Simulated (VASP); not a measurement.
Wanted: the native input for a VASP 6.6.1 run.

* Task: single point
* Functional: PBE
* Potentials or basis: VASP PAW PBE potentials, release 64 (La, P, Se)
* Cutoff: 500 eV
* k mesh: 2 × 2 × 3
* Occupations: gaussian, width 0.15 eV
* Spin: no spin polarisation
* Dipole correction: no
* Further INCAR settings: ALGO = Normal; EDIFF = 1e-06; NBANDS = 29

The structure of LaPSe4 lies in POSCAR:

```
LaPSe4
1.0
    5.6462520108     -0.0000000026      0.0000000000
   -2.8231260031      4.8897976788      0.0000000000
    0.0000000000      0.0000000000      4.9209759489
La P Se
1 1 4
Direct
    0.0000000000      0.0000000000      0.0000000000
    0.3333333333      0.6666666667      0.0000000000
    0.6666666667      0.3333333333      0.0000000000
    0.0078972597      0.5039486299      0.5000000000
    0.4960513701      0.5039486299      0.5000000000
    0.4960513701      0.9921027403      0.5000000000
```

These files were run (other wordings do the same):

INCAR

```
SYSTEM = LaPSe4
  PREC = Accurate
  ENCUT = 500
  EDIFF = 1E-6
  ISMEAR = 0
  SIGMA = 0.15
  LREAL = .False.
  LASPH = .True.
  NELM = 200
  ALGO = Normal
  ISIF = 2
  LWAVE = .False.
  LCHARG = .False.
  GGA = PE
  NBANDS = 29
  GGA_COMPAT = .False.
  LMAXMIX = 6
```

KPOINTS

```
regular mesh
0
Gamma
  2 2 3
  0 0 0
```

Potentials or basis: VASP PAW PBE potentials, release 64 (La, P, Se).

Run with:

```console
$ cat potpaw_PBE.64/La/POTCAR potpaw_PBE.64/P/POTCAR potpaw_PBE.64/Se/POTCAR > POTCAR
$ mpirun -np 1 vasp_std > vasp.out
```

Results of the run:

```yaml
Pressure: -0.1 GPa
Band_gap_on_the_k_mesh: zero (band 20 reaches 7.04 eV, above the bottom of band 21 at 6.75 eV)
```

Caveat: the k points lie up to 0.64 Å⁻¹ apart; spin-orbit coupling is left out, which moves the levels of the heavy elements.

It took 18 s on 1 thread of Intel(R) Xeon(R) 6975P-C (Granite Rapids), on a shared host, peak memory 0.24 GiB.
